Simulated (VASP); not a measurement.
Write the native input for VASP 6.6.1 that does the following.

```
Task                   : single point
Functional             : PBE
Potentials or basis    : VASP PAW PBE potentials, release 64 (Ti_sv, Te)
Cutoff                 : 520 eV
k mesh                 : 12 × 12 × 8
Occupations            : gaussian, width 0.15 eV
Spin                   : no spin polarisation
Dipole correction      : no
Further INCAR settings : ALGO = Normal; EDIFF = 1e-06; NBANDS = 19
```

The structure of TiTe2 lies in POSCAR:

```
TiTe2
1.0
    3.7770008876      0.0000000000      0.2124562999
   -1.8885004438      3.2709787188     -0.1062281500
    0.3655125000      0.0000000000      6.4980000000
Ti Te
1 2
Direct
    0.0000000000      0.0000000000      0.0000000000
    0.6666666667      0.3333333333      0.2628000000
    0.3333333333      0.6666666667      0.7372000000
```

This cell differs from its parent crystal: strain +0.1125 x Voigt [0, 0, 0, 0, 1, 0].

The input as run:

INCAR

```
SYSTEM = TiTe2
PREC     = Accurate       ! precision mode
ENCUT    = 520            ! plane-wave cutoff, eV
EDIFF    = 1E-6           ! SCF threshold, eV
ISMEAR   = 0              ! smearing method
SIGMA    = 0.15           ! smearing width, eV
LREAL    = .False.        ! projectors in reciprocal space
LASPH    = .True.         ! aspherical terms in the spheres
NELM     = 60             ! most SCF steps
ALGO     = Normal         ! electronic algorithm
ISIF     = 2              ! what is computed and relaxed
LWAVE    = .False.        ! write WAVECAR
LCHARG   = .False.        ! write CHGCAR
GGA      = PE             ! functional
NBANDS   = 19             ! bands
```

KPOINTS

```
regular mesh
0
Gamma
  12 12 8
  0 0 0
```

Potentials or basis: VASP PAW PBE potentials, release 64 (Ti_sv, Te).

Command:

```bash
$ cat potpaw_PBE.64/Ti_sv/POTCAR potpaw_PBE.64/Te/POTCAR > POTCAR
$ mpirun -np 1 vasp_std > vasp.out
```

Results of the run:

```json
{
 "Pressure": "2.1 GPa",
 "Largest force": "0.822 eV/Å",
 "Band gap on the k mesh": "zero (bands 12 and 13 overlap by 0.84 eV)"
}
```

Caveat: the cell differs from its parent crystal (strain +0.1125 x Voigt [0, 0, 0, 0, 1, 0]); spin-orbit coupling is left out, which moves the levels of the heavy elements.

Run time: 9.9 min on 1 thread of Intel(R) Xeon(R) Platinum 8488C (Sapphire Rapids), on a shared host, peak memory 0.88 GiB.
